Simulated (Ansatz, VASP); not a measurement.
**BN: VASP beside Ansatz**

```
B N
1.0
    -2.50644    0.00000    0.00000
    -1.25322   -2.17064    0.00000
    -0.62673   -0.36185   13.23369
B N
4 4
Direct
  0.18747 0.18747 0.87500
  0.27082 0.27082 0.37500
  0.64583 0.64583 0.12500
  0.56248 0.56248 0.62500
  0.31250 0.31250 0.12500
  0.22915 0.22915 0.62500
  0.52080 0.52080 0.87500
  0.60415 0.60415 0.37500
```

Alike in both runs: task single point; functional PBE; dispersion D3(BJ); k mesh 10 × 10 × 2; occupations gaussian, width 0.05 eV; no spin polarisation.

```csv
,VASP,Ansatz
version,VASP 6.6.1,Ansatz 0.2.0
potentials or method,"VASP PAW PBE potentials, release 64 (B, N), cutoff 520 eV","scalar-relativistic, plane waves, PAW"
valence electrons in the cell,32,32
```

```tsv
	VASP	Ansatz	Ansatz less VASP
gap on the k mesh at the Fermi level (eV)	3.99	4.00	+0.007
least direct gap on the mesh (eV)	4.44	4.45	+0.005
pressure (GPa)	0.1	0.0	-0.07
traceless stress, the component that is largest in VASP (GPa)	0.22	0.22	0.000
rms of the force components (eV/Å)	0.015	0.015	0.0000
```

Atom by atom the forces differ by 0.000 eV/Å (rms over components).
